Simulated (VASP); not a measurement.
# CoSi2 in VASP: a series of runs, part 3 of 3

VASP 6.6.1.

## 4. Single point, PBE, collinear spin, ferromagnetic start

This run uses another cell than the first one, of 12.80 Å³/atom, 0.961 times its volume.

The input, INCAR:

```
PREC     = Accurate       # precision mode
ENCUT    = 600            # plane-wave cutoff, eV
EDIFF    = 1E-6           # SCF threshold, eV
ISMEAR   = -1             # smearing method
SIGMA    = 0.05           # smearing width, eV
LREAL    = F              # projectors in reciprocal space
LASPH    = T              # aspherical terms in the spheres
NELM     = 200            # most SCF steps
ALGO     = Normal         # electronic algorithm
ISIF     = 2              # what is computed and relaxed
LWAVE    = F              # write WAVECAR
LCHARG   = F              # write CHGCAR
ISPIN    = 2              # spin polarisation
MAGMOM   = 1.5 0 0        # initial moments
LORBIT   = 11             # projections on sites
NUPDOWN  = 1.5            # fixed moment
LMAXMIX  = 4              # l up to which the mixer works
GGA      = PE             # functional
NBANDS   = 24             # bands
GGA_COMPAT= F
```

The input, KPOINTS:

```
Automatic mesh
0
Gamma
  7 7 7
```

The input, POSCAR:

```
CoSi2
1.0
    0.0000000000      2.6780000000      2.6780000000
    2.6780000000      0.0000000000      2.6780000000
    2.6780000000      2.6780000000      0.0000000000
Co Si
1 2
Direct
    0.0000000000      0.0000000000      0.0000000000
    0.7500000000      0.7500000000      0.7500000000
    0.2500000000      0.2500000000      0.2500000000
```

Potentials or basis: VASP PAW PBE potentials, release 64 (Co_sv, Si).

The run is started by

```console
$ cat potpaw_PBE.64/Co_sv/POTCAR potpaw_PBE.64/Si/POTCAR > POTCAR
$ mpirun -np 1 vasp_std > vasp.out
```

OUTCAR:

```text
PREC = Accurate
   ENCUT = 600
   EDIFF = 1E-6
   ISMEAR = -1
   LREAL = F
   LASPH = T
   NELM = 200
   ISIF = 2
   ISPIN = 2
   LORBIT = 11
   NUPDOWN = 1.5
   GGA = PE

 ion  position               nearest neighbor table
   1  0.000  0.000  0.000-   2 2.32   3 2.32   2 2.32   2 2.32   3 2.32   2 2.32   3 2.32   3 2.32

   2  0.750  0.750  0.750-   1 2.32   1 2.32   1 2.32   1 2.32   3 2.68   3 2.68   3 2.68   3 2.68
                             3 2.68   3 2.68
   3  0.250  0.250  0.250-   1 2.32   1 2.32   1 2.32   1 2.32   2 2.68   2 2.68   2 2.68   2 2.68
                             2 2.68   2 2.68

  LATTYP: Found a face centered cubic cell.
 ALAT       =     5.3560000000

  Lattice vectors:

 A1 = (   0.0000000000,   2.6780000000,   2.6780000000)
 A2 = (   2.6780000000,   0.0000000000,   2.6780000000)
 A3 = (   2.6780000000,   2.6780000000,   0.0000000000)

Analysis of symmetry for initial positions (statically):
=====================================================================
 Subroutine PRICEL returns:
 Original cell was already a primitive cell.

 Routine SETGRP: Setting up the symmetry group for a
 face centered cubic supercell.

 Subroutine GETGRP returns: Found 48 space group operations
 (whereof 48 operations were pure point group operations)
 out of a pool of 48 trial point group operations.

The static configuration has the point symmetry O_h .

Analysis of symmetry for dynamics (positions and initial velocities):
=====================================================================
 Subroutine PRICEL returns:
 Original cell was already a primitive cell.

 Routine SETGRP: Setting up the symmetry group for a
 face centered cubic supercell.

 Subroutine GETGRP returns: Found 48 space group operations
 (whereof 48 operations were pure point group operations)
 out of a pool of 48 trial point group operations.

The dynamic configuration has the point symmetry O_h .

Analysis of structural, dynamic, and magnetic symmetry:
=====================================================================
 Subroutine PRICEL returns:
 Original cell was already a primitive cell.

 Routine SETGRP: Setting up the symmetry group for a
 face centered cubic supercell.

 Subroutine GETGRP returns: Found 48 space group operations
 (whereof 48 operations were pure point group operations)
 out of a pool of 48 trial point group operations.

The overall configuration has the point symmetry O_h .

 Subroutine INISYM returns: Found 48 space group operations
 (whereof 48 operations are pure point group operations),
 and found     1 'primitive' translations

----------------------------------------------------------------------------------------

                                     Primitive cell

  volume of cell :      38.4115

  direct lattice vectors                    reciprocal lattice vectors
     0.000000000  2.678000000  2.678000000    -0.186706497  0.186706497  0.186706497
     2.678000000  0.000000000  2.678000000     0.186706497 -0.186706497  0.186706497
     2.678000000  2.678000000  0.000000000     0.186706497  0.186706497 -0.186706497

  length of vectors
     3.787263920  3.787263920  3.787263920     0.323385140  0.323385140  0.323385140

  position of ions in fractional coordinates (direct lattice)
[... 71 lines left out ...]
   LNONCOLLINEAR =      F non collinear calculations
   LSORBIT =      F    spin-orbit coupling
   LASPH  =      T    aspherical Exc in radial PAW
   ENCUT  =  600.0 eV  44.10 Ry    6.64 a.u.   7.56  7.56  7.56*2*pi/ulx,y,z
   NELM   =    200;   NELMIN=  2; NELMDL= -5     # of ELM steps
   EDIFF  = 0.1E-05   stopping-criterion for ELM
   LREAL  =      F    real-space projection
   EDIFFG = 0.1E-04   stopping-criterion for IOM
   NSW    =      0    number of steps for IOM
   IBRION =     -1    ionic relax: 0-MD 1-quasi-New 2-CG
   NFREE  =      0    steps in history (QN), initial steepest desc. (CG)
   ISIF   =      2    stress and relaxation
   ISYM   =      2    0-nonsym 1-usesym 2-fastsym
   POTIM  = 0.5000    time-step for ionic-motion
   TEBEG  =    0.0;   TEEND  =   0.0 temperature during run
   PSTRESS=    0.0 pullay stress
   NELECT =      25.0000    total number of electrons
   NUPDOWN=       1.5000    fix difference up-down
   EMIN   =  10.00;   EMAX   =-10.00  energy-range for DOS
   EFERMI =   0.00;   METHOD = LEGACY
   ISMEAR =    -1;   SIGMA  =   0.05  broadening in eV -4-tet -1-fermi 0-gaus
   EFERMI_NEDOS =   21; number of points for ismear=-14 and -15
   IALGO  =     38    algorithm
   IMIX   =      4    mixing-type and parameters
     AMIX     =   0.40;   BMIX     =  1.00
     AMIX_MAG =   1.60;   BMIX_MAG =  1.00
  volume/ion in A,a.u.               =      12.80        86.40
  Fermi-wavevector in a.u.,A,eV,Ry     =   1.418734  2.681018 27.385884  2.012806
  Thomas-Fermi vector in A             =   2.539828
   LORBIT       =     11    0 simple, 1 ext, 2 COOP (PROOUT), +10 PAW based schemes
   GGA     = PE    functional components
   LHFCALC =     F    Hartree Fock is set to
   AEXX    =    0.0000 exact exchange contribution
   IVDW    =     0    specifies the selected vdW correction
   LEPSILON=     F    determine dielectric tensor
   LRPA    =     F    only Hartree local field effects (RPA)
 spin polarized calculation
  energy-cutoff  :      600.00
  volume of cell :       38.41
 maximum number of plane-waves:      1307
 NGX is ok and might be reduce to    30
   NGX = 15   NGY = 15   NGZ = 15

 number of electron      24.9999980 magnetization       1.4999999

 Free energy of the ion-electron system (eV)
  ---------------------------------------------------
  ext. energy  EPLUGINS =         0.00000000
  ---------------------------------------------------
  free energy    TOTEN  =       -18.37685574 eV

  energy without entropy =      -18.35496775  energy(sigma->0) =      -18.36591174

 E-fermi :  10.0299     XC(G=0): -11.8840

 val. band max:       12.2528241767   @ k =  -0.4286   0.2857   0.0000
 cond. band min:      10.0411600457   @ k =   0.2857   0.2857   0.0000
 fundamental gap:     -2.2116641310
 Fermi energy:        12.3535407435

 spin component 1

 k-point     1 :       0.0000    0.0000    0.0000
  band No.  band energies     occupation
      1     -84.8252      1.00000
      2     -48.1194      1.00000
      3     -48.1194      1.00000
      4     -48.1194      1.00000
      5      -2.6960      1.00000
      6       6.1558      1.00000
[... 529 lines left out ...]
     23      25.0425      0.00000
     24      28.0140      0.00000
 Fermi energy:        10.0299167875

 spin component 2

 k-point     1 :       0.0000    0.0000    0.0000
  band No.  band energies     occupation
      1     -83.8469      1.00000
      2     -47.1678      1.00000
      3     -47.1678      1.00000
      4     -47.1678      1.00000
      5      -2.3805      1.00000
      6       6.7176      1.00000
[... 529 lines left out ...]
     23      25.3981      0.00000
     24      28.3635      0.00000

------------------------ aborting loop because EDIFF is reached ----------------------------------------

  FORCE on cell =-STRESS in cart. coord.  units (eV):
  Direction    XX          YY          ZZ          XY          YZ          ZX
  --------------------------------------------------------------------------------------
  -------------------------------------------------------------------------------------
  Total        2.1230956      2.1230956      2.1230956      0.0000000     -0.0000000      0.0000000
  in kB       88.5560885     88.5560885     88.5560885      0.0000000     -0.0000000      0.0000000
  external PRESSURE =      88.5560885 kB  Pullay stress =       0.0000000 kB

 VOLUME and BASIS-vectors are now :
 -----------------------------------------------------------------------------
  energy-cutoff  :      600.00
  volume of cell :       38.41
      direct lattice vectors                 reciprocal lattice vectors
     0.000000000  2.678000000  2.678000000    -0.186706497  0.186706497  0.186706497
     2.678000000  0.000000000  2.678000000     0.186706497 -0.186706497  0.186706497
     2.678000000  2.678000000  0.000000000     0.186706497  0.186706497 -0.186706497

 POSITION                                       TOTAL-FORCE (eV/Angst)
 -----------------------------------------------------------------------------------
      0.00000      0.00000      0.00000         0.000000      0.000000      0.000000
      4.01700      4.01700      4.01700        -0.000000     -0.000000      0.000000
      1.33900      1.33900      1.33900         0.000000      0.000000     -0.000000
 -----------------------------------------------------------------------------------
    total drift:                                0.000000     -0.000000     -0.000000

  FREE ENERGIE OF THE ION-ELECTRON SYSTEM (eV)
  ---------------------------------------------------
  free  energy   TOTEN  =       -18.3768557400 eV

  energy  without entropy=      -18.3549677481  energy(sigma->0) =      -18.36591174

 total charge

# of ion       s       p       d       tot
------------------------------------------
    1        2.270   6.171   6.854  15.295
    2        0.754   0.861   0.000   1.615
    3        0.754   0.861   0.000   1.615
--------------------------------------------------
tot          3.778   7.893   6.854  18.524

 magnetization (x)

# of ion       s       p       d       tot
------------------------------------------
    1        0.008   0.050   0.785   0.844
    2        0.045   0.075   0.000   0.120
    3        0.045   0.075   0.000   0.120
--------------------------------------------------
tot          0.099   0.201   0.785   1.084
```

Run time: 34 s. Hardware: 1 thread of AMD EPYC 9R45 (Zen 5), shared host; peak memory 0.17 GiB.

Results:

```yaml
Free_energy: -18.3769 eV
Pressure: 8.9 GPa
Net_moment: 1.50 μB per cell
Site_moments: Co +0.84; Si +0.12 μB
Valence_electrons_inside_the_program's_atomic_spheres: Co 15.29; Si 1.61
```

Caveat: the total moment is fixed, so each spin has its own Fermi level.

## 5. Single point, r2SCAN, collinear spin, ferromagnetic start

This run uses another cell than the first one, of 12.80 Å³/atom, 0.961 times its volume.

POSCAR is that of step 4.

The input, INCAR.step1:

```
  PREC = Accurate
  ENCUT = 660
  ISMEAR = -1
  SIGMA = 0.05
  LREAL = F
  LASPH = T
  NELM = 200
  ISPIN = 2
  MAGMOM = 2 0 0
  LMAXMIX = 4
  NBANDS = 20
  GGA = PE
  ALGO = Normal
  EDIFF = 1E-5
  LWAVE = T
  LCHARG = F
  GGA_COMPAT = F
```

The input, INCAR.step2:

```
  PREC = Accurate
  ENCUT = 660
  EDIFF = 1E-6
  ISMEAR = -1
  SIGMA = 0.05
  LREAL = F
  LASPH = T
  NELM = 200
  ALGO = Normal
  ISIF = 2
  LWAVE = F
  LCHARG = T
  ISPIN = 2
  MAGMOM = 2 0 0
  LORBIT = 11
  LMAXMIX = 4
  METAGGA = R2SCAN
  LMIXTAU = T
  LELF = T
  LVHAR = T
  NBANDS = 20
  ISTART = 1
  GGA_COMPAT = F
```

The input, KPOINTS:

```
regular mesh
0
Gamma
  5 5 5
```

Potentials or basis: VASP PAW PBE potentials, release 64 (Co, Si).

The run is started by

```console
$ cat potpaw_PBE.64/Co/POTCAR potpaw_PBE.64/Si/POTCAR > POTCAR
$ cp INCAR.step1 INCAR
$ mpirun -np 1 vasp_std > vasp.out
$ cp INCAR.step2 INCAR
$ mpirun -np 1 vasp_std > vasp.out
```

It took 58 s on 1 thread of Intel Xeon Platinum 8488C (Sapphire Rapids), shared host; peak memory 0.22 GiB.

Results (log left out):

| Quantity | Value |
| --- | --- |
| Free energy | -31.9729 eV |
| Pressure | -4.1 GPa |
| Net moment | 0.00 μB per cell |
| Valence electrons inside the program's atomic spheres | Co 8.92; Si 1.60 |

Levels at points of the mesh, in eV from the Fermi level:
Spin up:
```tsv
k point	band 6	band 7	band 8	band 9	band 10	band 11
(0.00, 0.00, 0.00)	-1.86	1.36	3.71	3.71	3.71	3.77
```
Spin down:
```
           k point  band 6  band 7  band 8  band 9  band 10  band 11
(0.00, 0.00, 0.00)   -1.86    1.36    3.71    3.71     3.71     3.77
```

Caveat: the k points lie up to 0.41 Å⁻¹ apart; the starting moments collapsed, and a magnetic state may lie lower; the PAW data sets were made with another functional, which shifts forces and pressure a little.
